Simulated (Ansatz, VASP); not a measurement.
# P in VASP and in Ansatz

Contents of POSCAR:

```
P
1.0
    1.7257251780      0.9963478961      3.1296800121
   -1.7257251780      0.9963478961      3.1296800121
    0.0000000000     -1.9926957921      3.1296800121
P
2
Direct
    0.7729197500      0.7729197500      0.7729197500
    0.2270802500      0.2270802500      0.2270802500
```

Contents of INCAR.step1:

```
SYSTEM = P
PREC = Accurate
ENCUT = 520
EDIFF = 1E-5
ISMEAR = -1
SIGMA = 0.05
LREAL = .FALSE.
LASPH = .TRUE.
NELM = 60
ALGO = Normal
ISIF = 2
LWAVE = .TRUE.
LCHARG = .FALSE.
NBANDS = 12
GGA = PE
```

File INCAR.step2:

```
SYSTEM = P
PREC = Accurate
ENCUT = 520
EDIFF = 1E-7
ISMEAR = -1
SIGMA = 0.05
LREAL = .FALSE.
LASPH = .TRUE.
NELM = 60
ALGO = Normal
ISIF = 2
LWAVE = .FALSE.
LCHARG = .FALSE.
GGA = PE
LHFCALC = .TRUE.
AEXX = 0.5
HFSCREEN = 0.2
PRECFOCK = Normal
NBANDS = 12
ISTART = 1
```

KPOINTS

```
Automatic mesh
0
G
  5 5 5
  0 0 0
```

Contents of input.yaml:

```yaml
crystal:
  lattice:
    - [1.725725178, 0.9963478961, 3.1296800121]
    - [-1.725725178, 0.9963478961, 3.1296800121]
    - [0.0, -1.9926957921, 3.1296800121]
  atoms:
    - { symbol: P, position: [0.77291975, 0.77291975, 0.77291975] }
    - { symbol: P, position: [0.22708025, 0.22708025, 0.22708025] }
hamiltonian:
  xc: { exchange: pbe, correlation: pbe, exx: { coeff: 0.5, omega: 0.2 } }
  pseudopotentials: { kind: paw }
kpoints:
  mp_grid: { grid: [5, 5, 5] }
scf:
  occupations: { method: fermi_dirac, width: 0.05 }
output:
  forces: true
  stress: true
  eigenvalues: true
```

Alike in both runs: task single point; functional PBE-based screened hybrid with a share of 0.5 of exact exchange and HFSCREEN = 0.2; k mesh 5 × 5 × 5; occupations fermi-dirac, width 0.05 eV; no spin polarisation.

```csv
,VASP,Ansatz
version,VASP 6.6.1,Ansatz 0.2.0
potentials or method,"VASP PAW PBE potentials, release 64 (P)",Ansatz PAW
plane-wave cutoff (eV),520,420
valence electrons in the cell,10,10
```

VASP gave:

- gap on the k mesh at the Fermi level (eV): none
- pressure (GPa): -4.7
- traceless stress, the component that is largest in VASP (GPa): 0.83
- rms of the force components (eV/Å): 0.349

Task: Which values does Ansatz return?

Result: gap on the k mesh at the Fermi level (eV): none; pressure (GPa): -3.6; traceless stress, the component that is largest in VASP (GPa): 0.62; rms of the force components (eV/Å): 0.290.

VASP's potentials were made for PBE, not for PBE-based screened hybrid. Atom by atom the forces differ by 0.059 eV/Å (rms over components). A gap of «none» marks a metal or a gap that the smearing closes. With one functional, cell and mesh, what is left measures potentials, basis and numerics.

The k mesh is coarse, so the values compare programs but aren't converged.
